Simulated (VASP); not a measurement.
Set up this calculation in VASP 6.6.1, as the native input.

- Task: electric field gradients
- Functional: PBEsol
- Potentials or basis: VASP PAW PBE potentials, release 64 (Zn, S)
- Cutoff: 520 eV
- k mesh: 8 × 8 × 8
- Occupations: fermi-dirac, width 0.01 eV
- Spin: no spin polarisation
- Dipole correction: no
- Further INCAR settings: ALGO = Normal; EDIFF = 1e-08; NBANDS = 16

The structure of ZnS lies in POSCAR:

```
ZnS
1.0
    0.0000000000      2.6819207741      2.6819207741
    2.6819207741      0.0000000000      2.6819207741
    2.6819207741      2.6819207741      0.0000000000
Zn S
1 1
Direct
    0.0000000000      0.0000000000      0.0000000000
    0.7500000000      0.7500000000      0.7500000000
```

This cell differs from its parent crystal: volume scaled by 0.975.

The input as run:

INCAR

```
SYSTEM = ZnS
ALGO = Normal
EDIFF = 1E-8
ENCUT = 520
GGA = PS
ISIF = 2
ISMEAR = -1
LASPH = .TRUE.
LCHARG = .FALSE.
LEFG = .TRUE.
LREAL = .FALSE.
LWAVE = .FALSE.
NBANDS = 16
NELM = 100
PREC = Accurate
SIGMA = 0.01
```

KPOINTS

```
k-points
0
G
  8 8 8
  0 0 0
```

Potentials or basis: VASP PAW PBE potentials, release 64 (Zn, S).

Command:

```bash
$ cat potpaw_PBE.64/Zn/POTCAR potpaw_PBE.64/S/POTCAR > POTCAR
$ mpirun -np 1 vasp_std > vasp.out
```

It gave:

```json
{
 "Pressure": "-0.1 GPa",
 "Band gap on the k mesh": "2.07 eV, direct"
}
```

Caveat: without QUAD_EFG the Cq values of the log hold for a quadrupole moment of 1 mb, not for the nuclei; the PAW data sets were made with another functional, which shifts forces and pressure a little.

It took 8.9 s on 1 thread of Intel(R) Xeon(R) 6975P-C (Granite Rapids) (shared host), peak memory 0.15 GiB.
